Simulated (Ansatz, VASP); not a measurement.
One calculation of Zn, two programs

```xyz
1
Lattice="0.0000 2.4221 2.4496 1.3062 0.0000 2.4496 1.3062 2.4221 0.0000" Properties=species:S:1:pos:R:3 pbc="T T T"
Zn    1.3062    2.4221    2.4496
```

Alike in both runs: task relaxation of cell and atoms; functional PBE; k mesh 26 × 26 × 26; occupations gaussian, width 0.1 eV; no spin polarisation.

|  | VASP | Ansatz |
| --- | --- | --- |
| version | VASP 6.6.1 | Ansatz 0.2.0 |
| potentials or method | VASP PAW PBE potentials, release 64 (Zn), cutoff 600 eV | scalar-relativistic, plane waves, PAW |
| valence electrons in the cell | 12 | 12 |

VASP gave:

| Property | Result |
| --- | --- |
| gap on the k mesh at the Fermi level, each at its own relaxed structure (eV) | none |
| relaxed volume (Å³/atom) | 15.54 |
| relaxed cell length with the largest relative difference (Å) | 2.754 |

Question: Estimate Ansatz's values.

Answer: gap on the k mesh at the Fermi level, each at its own relaxed structure (eV): none; relaxed volume (Å³/atom): 15.50; relaxed cell length with the largest relative difference (Å): 2.752.

A gap of «none» marks a metal or a gap that the smearing closes.
